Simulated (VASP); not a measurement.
Here is a VASP 6.6.1 calculation.

Contents of INCAR:

```
PREC = Accurate ; ENCUT = 520
EDIFF = 1E-7 ; ISMEAR = 0
SIGMA = 0.15 ; LREAL = False
LASPH = True ; NELM = 150
ALGO = Normal ; ISIF = 2
LWAVE = False ; LCHARG = False
ISPIN = 2 ; MAGMOM = 0.875
LORBIT = 11 ; NUPDOWN = 0.875
LMAXMIX = 4 ; GGA = PE
NBANDS = 16
```

Contents of KPOINTS:

```
regular mesh
0
Gamma
  20 20 20
```

POSCAR

```
Ti
1.0
    0.0000000000      1.9702256091      1.9702256091
    1.9702256091      0.0000000000      1.9702256091
    1.9702256091      1.9702256091      0.0000000000
Ti
1
Direct
    0.0000000000      0.0000000000      0.0000000000
```

Potentials or basis: VASP PAW PBE potentials, release 64 (Ti_sv).

Command:

```bash
$ cat potpaw_PBE.64/Ti_sv/POTCAR > POTCAR
$ mpirun -np 1 vasp_std > vasp.out
```

Task: Estimate the pressure.

Result: 19.8 GPa.

Caveat: the total moment is fixed, so each spin has its own Fermi level.
